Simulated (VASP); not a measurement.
Wanted: the native input for a VASP 6.6.1 run.

```
Task                   : single point
Functional             : PBE
Dispersion             : D3(BJ)
Potentials or basis    : VASP PAW PBE potentials, release 64 (Sn_d, O)
Cutoff                 : 520 eV
k mesh                 : 10 × 10 × 4
Occupations            : gaussian, width 0.1 eV
Spin                   : no spin polarisation
Dipole correction      : no
Further INCAR settings : ALGO = Normal; EDIFF = 1e-06; NBANDS = 50
```

The structure of SnO lies in POSCAR:

```
SnO
1.0
    2.7125065962     -2.7124990668      0.0000000000
    2.7125065962      2.7124990668      0.0000000000
    0.0000000000      0.0000000000      9.5178537741
Sn O
4 4
Direct
   -0.0001097351      0.0001097351      0.0002320388
    0.0001097351     -0.0001097351      0.5002320388
    0.5001270357      0.4998729643      0.2567722394
    0.4998729643      0.5001270357      0.7567722394
    1.0001763136      0.4998146495      0.3784978609
   -0.0001763136      0.5001853505      0.8784978609
    0.5001853505     -0.0001763136      0.3784978609
    0.4998146495      1.0001763136      0.8784978609
```

One way to write it, as run:

INCAR

```
SYSTEM = SnO
PREC     = Accurate       ! precision mode
ENCUT    = 520            ! plane-wave cutoff, eV
EDIFF    = 1E-6           ! SCF threshold, eV
ISMEAR   = 0              ! smearing method
SIGMA    = 0.1            ! smearing width, eV
LREAL    = .FALSE.        ! projectors in reciprocal space
LASPH    = .TRUE.         ! aspherical terms in the spheres
NELM     = 80             ! most SCF steps
ALGO     = Normal         ! electronic algorithm
ISIF     = 2              ! what is computed and relaxed
LWAVE    = .FALSE.        ! write WAVECAR
LCHARG   = .TRUE.         ! write CHGCAR
GGA      = PE             ! functional
IVDW     = 12             ! dispersion correction
LELF     = .TRUE.         ! ELF
LVHAR    = .TRUE.       
NBANDS   = 50             ! bands
```

KPOINTS

```
regular mesh
0
G
  10 10 4
  0 0 0
```

Potentials or basis: VASP PAW PBE potentials, release 64 (Sn_d, O).

Run with:

```sh
$ cat potpaw_PBE.64/Sn_d/POTCAR potpaw_PBE.64/O/POTCAR > POTCAR
$ mpirun -np 1 vasp_std > vasp.out
```

Results of the run:

* Pressure: 0.2 GPa
* Largest force: 0.085 eV/Å
* Band gap on the k mesh: zero (filled and empty bands touch)
* Dispersion energy per atom: -0.235 eV

Caveat: spin-orbit coupling is left out, which moves the levels of the heavy elements; pairwise dispersion overbinds metals, which lowers pressure and volume.

Run time: 6.8 min on 1 thread of AMD EPYC 9R14 (Zen 4), with other jobs on the host, peak memory 0.54 GiB.
